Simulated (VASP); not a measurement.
Runs of VASP 6.6.1 on Sb. The structure is that of space group Pm-3m (No. 221), or close to it. The cells are those of the table. This isn't the form of Sb at room conditions, which is rhombohedral.

```tsv
task	cell	cutoff (eV)	gap on the mesh (eV)	pressure (GPa)
single point	a = 2.959 Å, 1 atom	520	none	(a)
relaxation of cell and atoms	relaxed from a = 3.160 Å, 1 atom	600	none	0.0
single point	a = 3.013 Å, 1 atom	520	none	5.1
single point	a = 3.087 Å, 1 atom	520	none	0.0
relaxation of cell and atoms	relaxed to 10 GPa from a = 3.160 Å, 1 atom	600	none	10.0
```

Alike in all rows: level r2SCAN; potentials or basis VASP PAW PBE potentials, release 64 (Sb); no spin polarisation; k mesh 14 × 14 × 14; smearing gaussian 0.1 eV.

Task: Estimate the missing entries.

Result: (a) 10.2.

Caveats: the PAW data sets were made with another functional, which shifts forces and pressure a little; spin-orbit coupling is left out, which moves the levels of the heavy elements; an odd number of electrons without spin polarisation forces a metal; a magnetic or distorted state may lie lower; the cell stands under pressure (at least some runs); the cell is relaxed towards a set pressure, so the run minimises the enthalpy, not the energy (at least some runs).

A k mesh can miss the band edges, and the runs leave out spin-orbit coupling on Sb.

A gap of «none» marks levels without a gap at the run's occupations.
